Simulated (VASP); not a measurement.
# Mg5O (F-43m) in VASP: further runs

Runs on Mg5O. Level: PBE. Tasks: single point, relaxation of cell and atoms.

Program: VASP 6.6.1. These are calculated values, not measurements. Logs are shortened: lines on timing, memory, paths and dates and some standing lists are left out, and cuts for length are marked.

## Step 1: The cell of the first run

Symmetry: F-43m, No. 216, cubic system. The conventional cell has a = 8.053 Å, b = 8.053 Å, c = 8.053 Å, α = 90.00°, β = 90.00°, γ = 90.00°. Mg (site symmetry 3m) has 9 Mg at 2.85 to 3.34 Å and 3 O at 3.34 Å within 3.8 Å. Within 4.4 Å of Mg (site symmetry -43m) lie 12 Mg at 3.34 Å and 4 O at 3.49 Å. O (site symmetry -43m) has 16 Mg at 3.34 to 3.49 Å within 4.4 Å.

The cell was built from a structure type or drawn by symmetry, and may not be a known phase.

## Step 2: Single point, PBE, collinear spin, ferromagnetic start

Input file INCAR:

```
  PREC = Accurate
  ENCUT = 520
  EDIFF = 1E-7
  ISMEAR = 0
  SIGMA = 0.1
  LREAL = False
  LASPH = True
  NELM = 150
  ALGO = Normal
  ISIF = 2
  LWAVE = False
  LCHARG = True
  ISPIN = 2
  MAGMOM = 0 0 0 0 0 1
  LORBIT = 11
  GGA = PE
  LELF = True
  LVHAR = True
  NBANDS = 21
```

Input file KPOINTS:

```
Automatic mesh
0
Gamma
  4 4 4
```

Input file POSCAR:

```
Mg5O
1.0
    0.0000000000      4.0264593620      4.0264593620
    4.0264593620      0.0000000000      4.0264593620
    4.0264593620      4.0264593620      0.0000000000
Mg O
5 1
Direct
    0.1249429861      0.6250190046      0.6250190046
    0.6250190046      0.6250190046      0.6250190046
    0.6250190046      0.1249429861      0.6250190046
    0.6250190046      0.6250190046      0.1249429861
    0.2500000000      0.2500000000      0.2500000000
    0.0000000000      0.0000000000      0.0000000000
```

Potentials or basis: VASP PAW PBE potentials, release 64 (Mg, O).

On the command line:

```
$ cat potpaw_PBE.64/Mg/POTCAR potpaw_PBE.64/O/POTCAR > POTCAR
$ mpirun -np 1 vasp_std > vasp.out
```

OUTCAR:

```text
PREC = Accurate
   ENCUT = 520
   EDIFF = 1E-7
   ISMEAR = 0
   LREAL = False
   LASPH = True
   NELM = 150
   ISIF = 2
   ISPIN = 2
   LORBIT = 11
   GGA = PE

 ion  position               nearest neighbor table
   1  0.125  0.625  0.625-   2 2.85   3 2.85   4 2.85   2 2.85   4 2.85   3 2.85   5 3.34   5 3.34
                             5 3.34
   2  0.625  0.625  0.625-   1 2.85   3 2.85   4 2.85   4 2.85   3 2.85   1 2.85   5 3.34   5 3.34
                             5 3.34
   3  0.625  0.125  0.625-   1 2.85   2 2.85   4 2.85   4 2.85   2 2.85   1 2.85   5 3.34   5 3.34
                             5 3.34
   4  0.625  0.625  0.125-   1 2.85   2 2.85   3 2.85   2 2.85   3 2.85   1 2.85   5 3.34   5 3.34
                             5 3.34
   5  0.250  0.250  0.250-   1 3.34   3 3.34   4 3.34   2 3.34   2 3.34   2 3.34   1 3.34   1 3.34
                             4 3.34   3 3.34   3 3.34   4 3.34
   6  0.000  0.000  0.000-

  LATTYP: Found a face centered cubic cell.
 ALAT       =     8.0529187240

  Lattice vectors:

 A1 = (   0.0000000000,   4.0264593620,   4.0264593620)
 A2 = (   4.0264593620,   0.0000000000,   4.0264593620)
 A3 = (   4.0264593620,   4.0264593620,   0.0000000000)

Analysis of symmetry for initial positions (statically):
=====================================================================
 Subroutine PRICEL returns:
 Original cell was already a primitive cell.

 Routine SETGRP: Setting up the symmetry group for a
 face centered cubic supercell.

 Subroutine GETGRP returns: Found 24 space group operations
 (whereof 24 operations were pure point group operations)
 out of a pool of 48 trial point group operations.

The static configuration has the point symmetry T_d .

Analysis of symmetry for dynamics (positions and initial velocities):
=====================================================================
 Subroutine PRICEL returns:
 Original cell was already a primitive cell.

 Routine SETGRP: Setting up the symmetry group for a
 face centered cubic supercell.

 Subroutine GETGRP returns: Found 24 space group operations
 (whereof 24 operations were pure point group operations)
 out of a pool of 48 trial point group operations.

The dynamic configuration has the point symmetry T_d .

Analysis of structural, dynamic, and magnetic symmetry:
=====================================================================
 Subroutine PRICEL returns:
 Original cell was already a primitive cell.

 Routine SETGRP: Setting up the symmetry group for a
 face centered cubic supercell.

[... 134 lines left out ...]

 number of electron      16.0000002 magnetization       0.0005245

 Free energy of the ion-electron system (eV)
  ---------------------------------------------------
  ext. energy  EPLUGINS =         0.00000000
  ---------------------------------------------------
  free energy    TOTEN  =       -10.65097365 eV

  energy without entropy =      -10.59300422  energy(sigma->0) =      -10.62198893

 E-fermi :   1.8345     XC(G=0):  -8.3972

 val. band max:        1.8222866180   @ k =   0.5000   0.2500   0.0000
 cond. band min:       1.8663835707   @ k =   0.2500   0.0000   0.0000
 fundamental gap:      0.0440969527
 Fermi energy:         1.8344614121

 spin component 1

 k-point     1 :       0.0000    0.0000    0.0000
  band No.  band energies     occupation
      1     -13.8609      1.00000
      2      -4.2241      1.00000
      3       0.1397      1.00000
      4       0.1397      1.00000
      5       0.1397      1.00000
      6       0.7175      1.00000
[... 160 lines left out ...]
      6       0.3029      1.00000
[... 12 lines left out ...]
     19       8.9927      0.00000
     20       9.3777      0.00000
 Fermi energy:         1.8344614121

 spin component 2

 k-point     1 :       0.0000    0.0000    0.0000
  band No.  band energies     occupation
      1     -13.8614      1.00000
      2      -4.2239      1.00000
      3       0.1395      1.00000
      4       0.1395      1.00000
      5       0.1395      1.00000
      6       0.7176      1.00000
[... 160 lines left out ...]
      6       0.3027      1.00000
[... 12 lines left out ...]
     19       8.9929      0.00000
     20       9.3779      0.00000
 [bands above 20 left out]

------------------------ aborting loop because EDIFF is reached ----------------------------------------

  FORCE on cell =-STRESS in cart. coord.  units (eV):
  Direction    XX          YY          ZZ          XY          YZ          ZX
  --------------------------------------------------------------------------------------
  -------------------------------------------------------------------------------------
  Total        0.0987986      0.0987986      0.0987986      0.0000000     -0.0000000     -0.0000000
  in kB        1.2124432      1.2124432      1.2124432      0.0000000     -0.0000000     -0.0000000
  external PRESSURE =       1.2124432 kB  Pullay stress =       0.0000000 kB

 VOLUME and BASIS-vectors are now :
 -----------------------------------------------------------------------------
  energy-cutoff  :      520.00
  volume of cell :      130.56
      direct lattice vectors                 reciprocal lattice vectors
     0.000000000  4.026459362  4.026459362    -0.124178579  0.124178579  0.124178579
     4.026459362  0.000000000  4.026459362     0.124178579 -0.124178579  0.124178579
     4.026459362  4.026459362  0.000000000     0.124178579  0.124178579 -0.124178579

 POSITION                                       TOTAL-FORCE (eV/Angst)
 -----------------------------------------------------------------------------------
      5.03323      3.01969      3.01969         0.003766     -0.003766     -0.003766
      5.03323      5.03323      5.03323         0.003766      0.003766      0.003766
      3.01969      5.03323      3.01969        -0.003766      0.003766     -0.003766
      3.01969      3.01969      5.03323        -0.003766     -0.003766      0.003766
      2.01323      2.01323      2.01323        -0.000000     -0.000000     -0.000000
      0.00000      0.00000      0.00000        -0.000000     -0.000000     -0.000000
 -----------------------------------------------------------------------------------
    total drift:                               -0.000000     -0.000000     -0.000000

  FREE ENERGIE OF THE ION-ELECTRON SYSTEM (eV)
  ---------------------------------------------------
  free  energy   TOTEN  =       -10.6509736518 eV

  energy  without entropy=      -10.5930042173  energy(sigma->0) =      -10.62198893

 total charge

# of ion       s       p       d       tot
------------------------------------------
    1        0.228   0.133   0.013   0.374
    2        0.228   0.133   0.013   0.374
    3        0.228   0.133   0.013   0.374
    4        0.228   0.133   0.013   0.374
    5        0.221   0.088   0.008   0.317
    6        1.600   3.108   0.000   4.708
--------------------------------------------------
tot          2.734   3.729   0.059   6.522

 magnetization (x)

# of ion       s       p       d       tot
------------------------------------------
    1        0.000   0.000   0.000   0.000
    2        0.000   0.000   0.000   0.000
    3        0.000   0.000   0.000   0.000
    4        0.000   0.000   0.000   0.000
    5       -0.000   0.000   0.000   0.000
    6       -0.000  -0.000   0.000  -0.000
--------------------------------------------------
tot          0.000  -0.000   0.000  -0.000
```

It took 49 s on 1 thread of Intel Xeon 6975P-C (Granite Rapids), shared host; peak memory 0.31 GiB.

Results:

```yaml
Free_energy: -10.6510 eV
Pressure: 0.1 GPa
Largest_force: 0.007 eV/Å
Band_gap_on_the_k_mesh: zero (filled and empty bands overlap)
Net_moment: 0.00 μB per cell
Valence_electrons_inside_the_program's_atomic_spheres: Mg 0.37, 0.32 (each value once); O 4.71
```

Forces on the atoms (eV/Å):
```
Mg   0.004 -0.004 -0.004
Mg   0.004  0.004  0.004
Mg  -0.004  0.004 -0.004
Mg  -0.004 -0.004  0.004
Mg   0.000  0.000  0.000
O    0.000  0.000  0.000
```

Caveat: semilocal functionals underestimate gaps, so a narrow gap can read as zero.

## Step 3: Relaxation of cell and atoms, PBE, collinear spin, ferromagnetic start

This run uses another cell than the first one, of 15.23 Å³/atom.

Input file INCAR:

```
PREC = Accurate
ENCUT = 600
EDIFF = 1E-6
ISMEAR = 0
SIGMA = 0.1
LREAL = F
LASPH = T
NELM = 150
ALGO = Normal
ISIF = 3
LWAVE = F
LCHARG = F
ISPIN = 2
MAGMOM = 0 0 0 0 0 1
LORBIT = 11
GGA = PE
IBRION = 2
NSW = 90
EDIFFG = -0.04
```

KPOINTS is that of step 2.

Input file POSCAR:

```
Mg5O
1.0
    0.0000000000      3.5748630900      3.5748630900
    3.5748630900      0.0000000000      3.5748630900
    3.5748630900      3.5748630900      0.0000000000
Mg O
5 1
Direct
    0.1250000000      0.6250000000      0.6250000000
    0.6250000000      0.6250000000      0.6250000000
    0.6250000000      0.1250000000      0.6250000000
    0.6250000000      0.6250000000      0.1250000000
    0.2500000000      0.2500000000      0.2500000000
    0.0000000000      0.0000000000      0.0000000000
```

Potentials or basis: VASP PAW PBE potentials, release 64 (Mg, O).

On the command line:

```
$ cat potpaw_PBE.64/Mg/POTCAR potpaw_PBE.64/O/POTCAR > POTCAR
$ mpirun -np 1 vasp_std > vasp.out
```

OUTCAR:

```text
PREC = Accurate
   ENCUT = 600
   EDIFF = 1E-6
   ISMEAR = 0
   LREAL = F
   LASPH = T
   NELM = 150
   ISIF = 3
   ISPIN = 2
   LORBIT = 11
   GGA = PE
   IBRION = 2
   NSW = 90
   EDIFFG = -0.04

 ion  position               nearest neighbor table
   1  0.125  0.625  0.625-   2 2.53   4 2.53   3 2.53   2 2.53   3 2.53   4 2.53   5 2.96   5 2.96
                             5 2.96
   2  0.625  0.625  0.625-   1 2.53   3 2.53   4 2.53   4 2.53   3 2.53   1 2.53   5 2.96   5 2.96
                             5 2.96
   3  0.625  0.125  0.625-   2 2.53   4 2.53   1 2.53   2 2.53   4 2.53   1 2.53   5 2.96   5 2.96
                             5 2.96
   4  0.625  0.625  0.125-   2 2.53   1 2.53   2 2.53   3 2.53   3 2.53   1 2.53   5 2.96   5 2.96
                             5 2.96
   5  0.250  0.250  0.250-   1 2.96   3 2.96   4 2.96   2 2.96   2 2.96   2 2.96   1 2.96   3 2.96
                             4 2.96   1 2.96   3 2.96   4 2.96
   6  0.000  0.000  0.000-

  LATTYP: Found a face centered cubic cell.
[... 677 lines left out ...]
 Fermi energy:         1.8225220299

 spin component 1

 k-point     1 :       0.0000    0.0000    0.0000
  band No.  band energies     occupation
      1     -13.8669      1.00000
      2      -4.2290      1.00000
      3       0.1334      1.00000
      4       0.1334      1.00000
      5       0.1334      1.00000
      6       0.7026      1.00000
      7       2.0809      0.00013
      8       2.0809      0.00013
      9       2.0809      0.00013
     10       2.7927      0.00000
     11       3.1937      0.00000
[... 276 lines left out ...]
  FREE ENERGIE OF THE ION-ELECTRON SYSTEM (eV)
  ---------------------------------------------------
  free  energy   TOTEN  =       -10.6400743238 eV

  energy  without entropy=      -10.5820714841  energy(sigma->0) =      -10.61107290

 reached required accuracy - stopping structural energy minimisation

 total charge

# of ion       s       p       d       tot
------------------------------------------
    1        0.228   0.133   0.013   0.374
    2        0.228   0.133   0.013   0.374
    3        0.228   0.133   0.013   0.374
    4        0.228   0.133   0.013   0.374
    5        0.221   0.088   0.007   0.317
    6        1.606   3.109   0.000   4.715
--------------------------------------------------
tot          2.739   3.728   0.059   6.526

 magnetization (x)

# of ion       s       p       d       tot
------------------------------------------
    1        0.000   0.000   0.000   0.000
    2        0.000   0.000   0.000   0.000
    3        0.000   0.000   0.000   0.000
    4        0.000   0.000   0.000   0.000
    5        0.000   0.000   0.000   0.000
    6        0.000   0.000   0.000   0.000
--------------------------------------------------
tot          0.000   0.000   0.000   0.001
```

Wall time 1.9 min (1 thread of Intel Xeon 6975P-C (Granite Rapids), shared host); peak memory 0.28 GiB.

What came out:

```yaml
Free_energy: -10.6401 eV
Relaxed_volume: 21.81 Å³/atom
Relaxed_cell: a = 5.699 Å, b = 5.699 Å, c = 5.699 Å, α = 60.00°, β = 60.00°, γ = 60.00°
Space_group_after_relaxing_to_0.1_Å: F-43m (No. 216)
Energy_gained_by_relaxing: 382.9 meV/atom
Ionic_steps: 6
Pressure_after_relaxing: -0.1 GPa
Band_gap_on_the_k_mesh: zero (filled and empty bands overlap)
Net_moment: 0.00 μB per cell
Valence_electrons_inside_the_program's_atomic_spheres: Mg 0.37, 0.32 (each value once); O 4.71
```

The path:
```
step  energy change (eV)  largest force (eV/Å)  pressure (GPa)  volume (Å³)
   1              0.0000                0.0879           25.85        91.37
   2             -2.2898                0.0718            0.82       127.86
   3             -2.2934                0.0803           -0.53       132.53
   4             -2.2966                0.0767            0.10       130.62
   5             -2.2959                0.0785           -0.24       131.50
   6             -2.2972                0.0119           -0.06       130.88
```

Final structure:
```yaml
crystal:
  lattice:
    - [0.00000, 4.02974, 4.02974]
    - [4.02974, 0.00000, 4.02974]
    - [4.02974, 4.02974, 0.00000]
  atoms:
    - { symbol: Mg, position: [0.12472, 0.62509, 0.62509] }
    - { symbol: Mg, position: [0.62509, 0.62509, 0.62509] }
    - { symbol: Mg, position: [0.62509, 0.12472, 0.62509] }
    - { symbol: Mg, position: [0.62509, 0.62509, 0.12472] }
    - { symbol: Mg, position: [0.25000, 0.25000, 0.25000] }
    - { symbol: O, position: [0.00000, 0.00000, 0.00000] }
```

Caveat: the k points lie up to 0.34 Å⁻¹ apart in the final cell, too coarse for converged energies and pressures of a metal; the volume moved by over 15 % at a fixed basis, so the end points are rough; semilocal functionals underestimate gaps, so a narrow gap can read as zero.

## Step 4: Single point, PBE, collinear spin, ferromagnetic start

This run uses another cell than the first one, of 21.82 Å³/atom.

Input file INCAR:

```
SYSTEM = Mg5O
PREC = Accurate
ENCUT = 520
EDIFF = 1E-6
ISMEAR = 0
SIGMA = 0.1
LREAL = .FALSE.
LASPH = .TRUE.
NELM = 150
ALGO = Normal
ISIF = 2
LWAVE = .FALSE.
LCHARG = .TRUE.
ISPIN = 2
MAGMOM = 0 0 0 0 0 0.68
LORBIT = 11
GGA = PE
LELF = .TRUE.
LVHAR = .TRUE.
NBANDS = 21
```

Input file KPOINTS:

```
regular mesh
0
G
  8 8 8
  0 0 0
```

Input file POSCAR:

```
Mg5O
1.0
    0.0000000000      4.0303016233      4.0303016233
    4.0303016233      0.0000000000      4.0303016233
    4.0303016233      4.0303016233      0.0000000000
Mg O
5 1
Direct
    0.3749597786      0.3749597786      0.8751206643
    0.3749597786      0.8751206643      0.3749597786
    0.8751206643      0.3749597786      0.3749597786
    0.3749597786      0.3749597786      0.3749597786
    0.7500000000      0.7500000000      0.7500000000
    0.0000000000      0.0000000000      0.0000000000
```

On the command line:

```
$ cat potpaw_PBE.64/Mg/POTCAR potpaw_PBE.64/O/POTCAR > POTCAR
$ mpirun -np 1 vasp_std > vasp.out
```

Wall time 2.2 min (1 thread of Intel Xeon 6975P-C (Granite Rapids), shared host); peak memory 0.37 GiB.

Results (log left out):

```
Free energy                                           : -10.7493 eV
Pressure                                              : -0.1 GPa
Largest force                                         : 0.008 eV/Å
Band gap on the k mesh                                : zero (filled and empty bands overlap)
Net moment                                            : 0.00 μB per cell
Valence electrons inside the program's atomic spheres : Mg 0.37, 0.32 (each value once); O 4.71
```

Forces in eV/Å, atoms in the order of the input:
```
Mg  -0.005 -0.005  0.005
Mg  -0.005  0.005 -0.005
Mg   0.005 -0.005 -0.005
Mg   0.005  0.005  0.005
Mg   0.000  0.000  0.000
O    0.000  0.000  0.000
```

Levels at points of the mesh, in eV from the Fermi level:
Spin up:
| k point | band 4 | band 5 | band 6 | band 7 | band 8 | band 9 | band 10 | band 11 | band 12 | band 13 |
| --- | --- | --- | --- | --- | --- | --- | --- | --- | --- | --- |
| (0.00, 0.00, 0.00) | -1.69 | -1.69 | -1.22 | 0.18 | 0.18 | 0.18 | 0.88 | 1.29 | 1.29 | 1.29 |
| (0.50, 0.00, 0.00) | -1.84 | -1.84 | -1.65 | -0.51 | -0.39 | -0.39 | 1.56 | 1.56 | 2.21 | 4.04 |
| (0.50, 0.50, 0.00) | -2.54 | -2.54 | -2.25 | -0.52 | 0.10 | 0.10 | 0.34 | 4.17 | 4.22 | 4.22 |
Spin down:
```
           k point  band 5  band 6  band 7  band 8  band 9  band 10  band 11  band 12
(0.00, 0.00, 0.00)   -1.70   -1.22    0.18    0.18    0.18     0.88     1.29     1.29
(0.50, 0.00, 0.00)   -1.85   -1.65   -0.51   -0.39   -0.39     1.56     1.56     2.21
(0.50, 0.50, 0.00)   -2.54   -2.25   -0.52    0.10    0.10     0.34     4.17     4.21
```

Caveat: semilocal functionals underestimate gaps, so a narrow gap can read as zero.

## Step 5: The runs side by side

| task | cell | k mesh | cutoff (eV) | gap on the mesh (eV) | pressure (GPa) | moment (μB) | largest force (eV/Å) |
| --- | --- | --- | --- | --- | --- | --- | --- |
| single point | a = 5.694 Å, angles 60.0°, 6 atoms | 4 × 4 × 4 | 520 | none | 0.1 | 0.00 | 0.01 |
| relaxation of cell and atoms | relaxed from a = 5.056 Å, angles 60.0°, 6 atoms | 4 × 4 × 4 | 600 | none | -0.1 | 0.00 | - |
| single point | a = 5.700 Å, angles 60.0°, 6 atoms | 8 × 8 × 8 | 520 | none | -0.1 | 0.00 | 0.01 |

Alike in all rows: level PBE; potentials or basis VASP PAW PBE potentials, release 64 (Mg, O); spin collinear, ferromagnetic start; smearing gaussian 0.1 eV.

Caveats: some runs use coarse meshes; semilocal functionals underestimate gaps, so a narrow gap can read as zero; the volume moved by over 15 % at a fixed basis, so the end points are rough (at least some runs).

Absolute energies hang on the potentials; compare differences alone.
